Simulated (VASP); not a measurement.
# WS3 (P4/nmm) in VASP: single point with PBEsol

Aim: the single point of WS3 with PBEsol.

Program: VASP 6.6.1. These are calculated values, not measurements. Logs are shortened: lines on timing, memory, paths and dates and some standing lists are left out, and cuts for length are marked.

## 1. The cell of the first run

Symmetry: P4/nmm, No. 129, tetragonal system. The conventional cell has a = 6.528 Å, b = 6.528 Å, c = 4.675 Å, α = 90.00°, β = 90.00°, γ = 90.00°. Within 2.9 Å of W (site symmetry 4mm) lie 6 S at 2.22 to 2.45 Å. Within 3.4 Å of S (site symmetry 2/m) lie 2 W at 2.32 Å and 8 S at 3.21 to 3.36 Å. Within 2.9 Å of S (site symmetry 4mm) lie 2 W at 2.22 to 2.45 Å.

## 2. Single point, PBEsol

Contents of INCAR:

```
  PREC = Accurate
  ENCUT = 520
  EDIFF = 1E-6
  ISMEAR = 0
  SIGMA = 0.1
  LREAL = F
  LASPH = T
  NELM = 60
  ALGO = Normal
  ISIF = 2
  LWAVE = F
  LCHARG = F
  GGA = PS
  NBANDS = 42
```

Contents of KPOINTS:

```
Automatic mesh
0
Gamma
  6 6 8
```

Contents of POSCAR:

```
WS3
1.0
    6.5280694462      0.0000000000      0.0000000000
    0.0000000000      6.5280694462      0.0000000000
    0.0000000000      0.0000000000      4.6754976042
W S
2 6
Direct
    0.5000000000      0.0000000000      0.9519107119
    0.0000000000      0.5000000000      0.0480892881
    0.2500000000      0.7500000000      0.0000000000
    0.7500000000      0.7500000000      0.0000000000
    0.7500000000      0.2500000000      0.0000000000
    0.2500000000      0.2500000000      0.0000000000
    0.5000000000      0.0000000000      0.4765015532
    0.0000000000      0.5000000000      0.5234984468
```

Potentials or basis: VASP PAW PBE potentials, release 64 (W_sv, S).

Started as:

```
$ cat potpaw_PBE.64/W_sv/POTCAR potpaw_PBE.64/S/POTCAR > POTCAR
$ mpirun -np 1 vasp_std > vasp.out
```

OUTCAR:

```text
PREC = Accurate
   ENCUT = 520
   EDIFF = 1E-6
   ISMEAR = 0
   LREAL = F
   LASPH = T
   NELM = 60
   ISIF = 2
   GGA = PS

 ion  position               nearest neighbor table
   1  0.500  0.000  0.952-   7 2.22   4 2.32   5 2.32   6 2.32   3 2.32   7 2.45
   2  0.000  0.500  0.048-   8 2.22   4 2.32   5 2.32   6 2.32   3 2.32   8 2.45
   3  0.250  0.750  0.000-   1 2.32   2 2.32
   4  0.750  0.750  0.000-   1 2.32   2 2.32
   5  0.750  0.250  0.000-   1 2.32   2 2.32
   6  0.250  0.250  0.000-   1 2.32   2 2.32
   7  0.500  0.000  0.477-   1 2.22   1 2.45
   8  0.000  0.500  0.523-   2 2.22   2 2.45

  LATTYP: Found a simple tetragonal cell.
 ALAT       =     6.5280694462
 C/A-ratio  =     0.7162144402

  Lattice vectors:

 A1 = (   6.5280694462,   0.0000000000,   0.0000000000)
 A2 = (   0.0000000000,   6.5280694462,   0.0000000000)
 A3 = (   0.0000000000,   0.0000000000,   4.6754976042)

Analysis of symmetry for initial positions (statically):
=====================================================================
 Subroutine PRICEL returns:
 Original cell was already a primitive cell.

 Routine SETGRP: Setting up the symmetry group for a
 simple tetragonal supercell.

 Subroutine GETGRP returns: Found 16 space group operations
 (whereof  8 operations were pure point group operations)
 out of a pool of 16 trial point group operations.

The static configuration has the point symmetry D_2d.
 The point group associated with its full space group is D_4h.

Analysis of symmetry for dynamics (positions and initial velocities):
=====================================================================
 Subroutine PRICEL returns:
 Original cell was already a primitive cell.

 Routine SETGRP: Setting up the symmetry group for a
 simple tetragonal supercell.

 Subroutine GETGRP returns: Found 16 space group operations
 (whereof  8 operations were pure point group operations)
 out of a pool of 16 trial point group operations.

The dynamic configuration has the point symmetry D_2d.
 The point group associated with its full space group is D_4h.

 Subroutine INISYM returns: Found 16 space group operations
 (whereof  8 operations are pure point group operations),
 and found     1 'primitive' translations

----------------------------------------------------------------------------------------

                                     Primitive cell

  volume of cell :     199.2496

  direct lattice vectors                    reciprocal lattice vectors
     6.528069446  0.000000000  0.000000000     0.153184645  0.000000000  0.000000000
     0.000000000  6.528069446  0.000000000     0.000000000  0.153184645  0.000000000
     0.000000000  0.000000000  4.675497604     0.000000000  0.000000000  0.213880978

  length of vectors
     6.528069446  6.528069446  4.675497604     0.153184645  0.153184645  0.213880978

  position of ions in fractional coordinates (direct lattice)
     0.500000000  0.000000000  0.951910712
     0.000000000  0.500000000  0.048089288
     0.250000000  0.750000000  0.000000000
     0.750000000  0.750000000  0.000000000
     0.750000000  0.250000000  0.000000000
     0.250000000  0.250000000  0.000000000
     0.500000000  0.000000000  0.476501553
     0.000000000  0.500000000  0.523498447

  ion indices of the primitive-cell ions
   primitive index   ion index
                 1           1
                 2           2
                 3           3
                 4           4
                 5           5
                 6           6
                 7           7
                 8           8

----------------------------------------------------------------------------------------

 KPOINTS: Automatic mesh

Automatic generation of k-mesh.
 Grid dimensions read from file:
 generate k-points for:    6    6    8

 Generating k-lattice:

  Cartesian coordinates                     Fractional coordinates (reciprocal lattice)
     0.025530774  0.000000000  0.000000000     0.166666667  0.000000000  0.000000000
     0.000000000  0.025530774  0.000000000     0.000000000  0.166666667  0.000000000
     0.000000000  0.000000000  0.026735122     0.000000000  0.000000000  0.125000000

  Length of vectors
     0.025530774  0.025530774  0.026735122

  Shift w.r.t. Gamma in fractional coordinates (k-lattice)
     0.000000000  0.000000000  0.000000000

 Subroutine IBZKPT returns following result:
 ===========================================

 Found     50 irreducible k-points:

 Following reciprocal coordinates:
            Coordinates               Weight
  0.000000  0.000000  0.000000      1.000000
  0.166667  0.000000  0.000000      4.000000
  0.333333  0.000000  0.000000      4.000000
  0.500000  0.000000  0.000000      2.000000
  0.166667  0.166667  0.000000      4.000000
  0.333333  0.166667  0.000000      8.000000
[... 16 lines left out ...]
  0.333333  0.000000  0.250000      8.000000
  0.500000  0.000000  0.250000      4.000000
 [... further k-points ...]
   k-points           NKPTS =     50   k-points in BZ     NKDIM =     50   number of bands    NBANDS=     42
   number of dos      NEDOS =    301   number of ions     NIONS =      8
   total plane-waves  NPLWV =  90000
   dimension x,y,z NGX =    50 NGY =   50 NGZ =   36
   dimension x,y,z NGXF=   100 NGYF=  100 NGZF=   72
   ions per type =               2   6
   NGX,Y,Z   is equivalent  to a cutoff of  12.73, 12.73, 12.80 a.u.
   NGXF,Y,Z  is equivalent  to a cutoff of  25.47, 25.47, 25.60 a.u.
 SYSTEM =  unknown system
   PREC   = accura    normal or accurate (medium, high low for compatibility)
   ISTART =      0    job   : 0-new  1-cont  2-samecut
   ICHARG =      2    charge: 1-file 2-atom 10-const
   ISPIN  =      1    spin polarized calculation?
   LNONCOLLINEAR =      F non collinear calculations
   LSORBIT =      F    spin-orbit coupling
   LASPH  =      T    aspherical Exc in radial PAW
   ENCUT  =  520.0 eV  38.22 Ry    6.18 a.u.  12.14 12.14  8.69*2*pi/ulx,y,z
   NELM   =     60;   NELMIN=  2; NELMDL= -5     # of ELM steps
   EDIFF  = 0.1E-05   stopping-criterion for ELM
   LREAL  =      F    real-space projection
   EDIFFG = 0.1E-04   stopping-criterion for IOM
   NSW    =      0    number of steps for IOM
   IBRION =     -1    ionic relax: 0-MD 1-quasi-New 2-CG
   NFREE  =      0    steps in history (QN), initial steepest desc. (CG)
   ISIF   =      2    stress and relaxation
   ISYM   =      2    0-nonsym 1-usesym 2-fastsym
   POTIM  = 0.5000    time-step for ionic-motion
   TEBEG  =    0.0;   TEEND  =   0.0 temperature during run
   PSTRESS=    0.0 pullay stress
   NELECT =      64.0000    total number of electrons
   NUPDOWN=      -1.0000    fix difference up-down
   EMIN   =  10.00;   EMAX   =-10.00  energy-range for DOS
   EFERMI =   0.00;   METHOD = LEGACY
   ISMEAR =     0;   SIGMA  =   0.10  broadening in eV -4-tet -1-fermi 0-gaus
   EFERMI_NEDOS =   21; number of points for ismear=-14 and -15
   IALGO  =     38    algorithm
   IMIX   =      4    mixing-type and parameters
     AMIX     =   0.40;   BMIX     =  1.00
     AMIX_MAG =   1.60;   BMIX_MAG =  1.00
  volume/ion in A,a.u.               =      24.91       168.08
  Fermi-wavevector in a.u.,A,eV,Ry     =   1.121164  2.118692 17.102633  1.257008
  Thomas-Fermi vector in A             =   2.257815
   LORBIT       =      0    0 simple, 1 ext, 2 COOP (PROOUT), +10 PAW based schemes
   GGA     = PS    functional components
   LHFCALC =     F    Hartree Fock is set to
   AEXX    =    0.0000 exact exchange contribution
   IVDW    =     0    specifies the selected vdW correction
   LEPSILON=     F    determine dielectric tensor
   LRPA    =     F    only Hartree local field effects (RPA)
 non-spin polarized calculation
 Gauss-broadening in eV      SIGMA  =   0.10
  energy-cutoff  :      520.00
  volume of cell :      199.25
 maximum number of plane-waves:      5412
 NGX is ok and might be reduce to    50
   NGX = 25   NGY = 25   NGZ = 17

 number of electron      64.0000012 magnetization

 Free energy of the ion-electron system (eV)
  ---------------------------------------------------
  ext. energy  EPLUGINS =         0.00000000
  ---------------------------------------------------
  free energy    TOTEN  =       -54.08227886 eV

  energy without entropy =      -54.05900962  energy(sigma->0) =      -54.07064424

 E-fermi :   3.0851     XC(G=0):  -8.8855

 val. band max:        3.0707177356   @ k =   0.1667   0.1667   0.0000
 cond. band min:       3.0894527418   @ k =   0.1667   0.0000   0.3750
 fundamental gap:      0.0187350062
 Fermi energy:         3.0851467986

 k-point     1 :       0.0000    0.0000    0.0000
  band No.  band energies     occupation
      1     -71.9846      2.00000
      2     -71.9845      2.00000
      3     -36.2261      2.00000
      4     -36.2261      2.00000
      5     -36.2183      2.00000
      6     -36.2183      2.00000
[... 34 lines left out ...]
     41       5.4178      0.00000
     42       6.6955      0.00000

 k-point     2 :       0.1667    0.0000    0.0000
  band No.  band energies     occupation
      1     -71.9847      2.00000
      2     -71.9845      2.00000
      3     -36.2256      2.00000
      4     -36.2256      2.00000
      5     -36.2188      2.00000
      6     -36.2188      2.00000
[... 34 lines left out ...]
     41       5.3496      0.00000
     42       6.9940      0.00000

 k-point     3 :       0.3333    0.0000    0.0000
  band No.  band energies     occupation
      1     -71.9846      2.00000
      2     -71.9846      2.00000
      3     -36.2242      2.00000
      4     -36.2242      2.00000
      5     -36.2202      2.00000
      6     -36.2202      2.00000
[... 34 lines left out ...]
     41       6.1668      0.00000
     42       7.7724      0.00000

 k-point     4 :       0.5000    0.0000    0.0000
  band No.  band energies     occupation
      1     -71.9846      2.00000
      2     -71.9846      2.00000
      3     -36.2222      2.00000
      4     -36.2222      2.00000
      5     -36.2222      2.00000
      6     -36.2222      2.00000
[... 844 lines left out ...]
     41       7.6862      0.00000
     42       8.1684      0.00000

 k-point    23 :       0.3333    0.0000    0.2500
  band No.  band energies     occupation
      1     -71.9846      2.00000
      2     -71.9845      2.00000
      3     -36.2241      2.00000
      4     -36.2241      2.00000
      5     -36.2202      2.00000
      6     -36.2201      2.00000
[... 34 lines left out ...]
     41       7.6945      0.00000
     42       8.5838      0.00000

 k-point    24 :       0.5000    0.0000    0.2500
  band No.  band energies     occupation
      1     -71.9846      2.00000
      2     -71.9846      2.00000
      3     -36.2221      2.00000
      4     -36.2221      2.00000
      5     -36.2221      2.00000
      6     -36.2221      2.00000
[... 34 lines left out ...]
     41       7.5646      0.00000
     42       7.5646      0.00000

 [... further k-points ...]
[... 5 lines left out ...]
  --------------------------------------------------------------------------------------
  -------------------------------------------------------------------------------------
  Total        0.0552478      0.0552478      0.0514415      0.0000000      0.0000000      0.0000000
  in kB        0.4442512      0.4442512      0.4136443      0.0000000      0.0000000      0.0000000
  external PRESSURE =       0.4340489 kB  Pullay stress =       0.0000000 kB

 VOLUME and BASIS-vectors are now :
 -----------------------------------------------------------------------------
  energy-cutoff  :      520.00
  volume of cell :      199.25
      direct lattice vectors                 reciprocal lattice vectors
     6.528069446  0.000000000  0.000000000     0.153184645  0.000000000  0.000000000
     0.000000000  6.528069446  0.000000000     0.000000000  0.153184645  0.000000000
     0.000000000  0.000000000  4.675497604     0.000000000  0.000000000  0.213880978

 POSITION                                       TOTAL-FORCE (eV/Angst)
 -----------------------------------------------------------------------------------
      3.26403      0.00000      4.45066        -0.000000      0.000000     -0.000827
      0.00000      3.26403      0.22484        -0.000000      0.000000      0.000827
      1.63202      4.89605      0.00000        -0.000000      0.000000      0.000000
      4.89605      4.89605      0.00000         0.000000     -0.000000     -0.000000
      4.89605      1.63202      0.00000        -0.000000      0.000000     -0.000000
      1.63202      1.63202      0.00000        -0.000000      0.000000      0.000000
      3.26403      0.00000      2.22788        -0.000000      0.000000      0.006391
      0.00000      3.26403      2.44762        -0.000000      0.000000     -0.006391
 -----------------------------------------------------------------------------------
    total drift:                                0.000000     -0.000000     -0.000000

  FREE ENERGIE OF THE ION-ELECTRON SYSTEM (eV)
  ---------------------------------------------------
  free  energy   TOTEN  =       -54.0822788607 eV

  energy  without entropy=      -54.0590096163  energy(sigma->0) =      -54.07064424
```

Run time: 3.9 min. Hardware: 1 thread of Intel Xeon 6975P-C (Granite Rapids), shared host; peak memory 0.49 GiB.

Results:

```yaml
Free_energy: -54.0823 eV
Pressure: 0.0 GPa
Largest_force: 0.006 eV/Å
Band_gap_on_the_k_mesh: zero (bands 32 and 33 overlap by 1.16 eV)
```

Forces on the atoms (eV/Å):
```
W    0.000  0.000 -0.001
W    0.000  0.000  0.001
S    0.000  0.000  0.000
S    0.000  0.000  0.000
S    0.000  0.000  0.000
S    0.000  0.000  0.000
S    0.000  0.000  0.006
S    0.000  0.000 -0.006
```

Caveat: the PAW data sets were made with another functional, which shifts forces and pressure a little; spin-orbit coupling is left out, which moves the levels of the heavy elements.
